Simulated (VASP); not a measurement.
Here is a VASP 6.6.1 calculation.

File INCAR:

```
PREC = Accurate
ENCUT = 520
EDIFF = 1E-6
ISMEAR = 0
SIGMA = 0.1
LREAL = False
LASPH = True
NELM = 120
ALGO = Normal
ISIF = 2
LWAVE = False
LCHARG = False
NBANDS = 174
GGA_COMPAT = False
NELMDL = -8
```

The input KPOINTS:

```
Automatic mesh
0
Gamma
  3 3 1
```

POSCAR

```
Cu
1.0
    7.4670476093      0.0000000000      0.0000000000
    0.0000000000      7.4670476093      0.0000000000
    0.0000000000      0.0000000000     15.5200000000
Cu
28
Direct
    0.0000000000      0.0000000000      0.3865979381
    0.3333333508      0.0000000000      0.3865979381
    0.6666667015      0.0000000000      0.3865979381
    0.0000000000      0.3333333508      0.3865979381
    0.3333333508      0.3333333508      0.3865979381
    0.6666667015      0.3333333508      0.3865979381
    0.0000000000      0.6666667015      0.3865979381
    0.3333333508      0.6666667015      0.3865979381
    0.6666667015      0.6666667015      0.3865979381
    0.1747606374      0.1747609053      0.5001174613
    0.5037551917      0.1697140646      0.4977081186
    0.8403650718      0.1645965131      0.4951088918
    0.1697146002      0.5037555935      0.4977081186
    0.4982686859      0.4982681502      0.4958325387
    0.8322545034      0.5011845639      0.4951108247
    0.1645967810      0.8403652057      0.4951091495
    0.5011845639      0.8322543695      0.4951111469
    0.8327939402      0.8327938063      0.4962657216
    0.0062232093      0.0062230754      0.6086960696
    0.3508101377      0.0006185845      0.6061788660
    0.6754649580     -0.0087184391      0.6060853737
    0.0006181827      0.3508106734      0.6061784149
    0.3935528677      0.3935515285      0.6308789304
    0.6868246017      0.3194790130      0.6071481959
   -0.0087181713      0.6754648241      0.6060853737
    0.3194798165      0.6868240660      0.6071483892
    0.6544459411      0.6544455393      0.6072511598
    0.1977903553      0.1977920963      0.6890414948
```

Potentials or basis: VASP PAW LDA potentials, release 64 (Cu).

The run is started by

```bash
$ cat potpaw_LDA.64/Cu/POTCAR > POTCAR
$ mpirun -np 1 vasp_std > vasp.out
```

Predict the largest force.

0.722 eV/Å.

Estimate the band gap on the k mesh.

zero (bands 154 and 155 overlap by 0.98 eV).

Forces on the atoms (eV/Å):
```
Cu   0.063  0.063 -0.096
Cu   0.061  0.122  0.091
Cu   0.000  0.038 -0.068
Cu   0.122  0.061  0.091
Cu  -0.012 -0.012  0.080
Cu   0.046 -0.029 -0.078
Cu   0.038  0.000 -0.068
Cu  -0.029  0.046 -0.078
Cu   0.000  0.000 -0.181
Cu   0.006  0.006  0.001
Cu   0.021  0.026  0.000
Cu   0.010  0.018  0.020
Cu   0.026  0.021  0.000
Cu   0.049  0.049 -0.080
Cu   0.034 -0.021  0.027
Cu   0.018  0.010  0.020
Cu  -0.021  0.034  0.027
Cu  -0.002 -0.002 -0.026
Cu  -0.043 -0.043  0.022
Cu  -0.014  0.111  0.045
Cu  -0.005  0.006  0.052
Cu   0.111 -0.014  0.045
Cu  -0.372 -0.372 -0.494
Cu   0.051  0.047  0.070
Cu   0.006 -0.005  0.052
Cu   0.047  0.051  0.070
Cu  -0.007 -0.007  0.016
Cu  -0.206 -0.206  0.442
```

Caveat: there is no dipole correction, which matters where the two faces differ.
